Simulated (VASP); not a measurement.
Wanted: the native input for a VASP 6.6.1 run.

| Property | Result |
| --- | --- |
| Task | single point |
| Functional | PBE |
| Potentials or basis | VASP PAW PBE potentials, release 64 (B, O) |
| Cutoff | 520 eV |
| k mesh | 6 × 6 × 4 |
| Occupations | gaussian, width 0.1 eV |
| Spin | no spin polarisation |
| Dipole correction | no |
| Further INCAR settings | ALGO = Normal; EDIFF = 1e-06; NBANDS = 20 |

The structure of B5O lies in POSCAR:

```
B5O
1.0
    2.8661809600      0.0000000000      0.0000000000
   -1.4330904800      2.4821855200      0.0000000000
    0.0000000000      0.0000000000      6.3947715800
B O
5 1
Direct
    0.3333333300      0.6666666700      0.6412483800
    0.3333333300      0.6666666700      0.3587516200
    0.6666666700      0.3333333300      0.3587516200
    0.6666666700      0.3333333300      0.6412483800
    0.0000000000      0.0000000000      0.5000000000
    0.0000000000      0.0000000000      0.0000000000
```

The cell was built from a structure type or drawn by symmetry, and may not be a known phase.

These files were run (other wordings do the same):

INCAR

```
SYSTEM = B5O
PREC = Accurate
ENCUT = 520
EDIFF = 1E-6
ISMEAR = 0
SIGMA = 0.1
LREAL = .False.
LASPH = .True.
NELM = 60
ALGO = Normal
ISIF = 2
LWAVE = .False.
LCHARG = .True.
GGA = PE
LELF = .True.
LVHAR = .True.
NBANDS = 20
```

KPOINTS

```
regular mesh
0
Gamma
  6 6 4
  0 0 0
```

Potentials or basis: VASP PAW PBE potentials, release 64 (B, O).

The run is started by

```bash
$ cat potpaw_PBE.64/B/POTCAR potpaw_PBE.64/O/POTCAR > POTCAR
$ mpirun -np 1 vasp_std > vasp.out
```

Results of the run:

```json
{
 "Pressure": "31.4 GPa",
 "Largest force": "3.750 eV/Å",
 "Band gap on the k mesh": "zero (an odd number of electrons rules out a gap without spin polarisation)"
}
```

Caveat: the k points lie up to 0.42 Å⁻¹ apart, too coarse for converged energies and pressures of a metal; an odd number of electrons without spin polarisation forces a metal; a magnetic or distorted state may lie lower.

Run time: 63 s on 1 thread of Intel Xeon 8259CL, with other jobs on the host, peak memory 0.17 GiB.
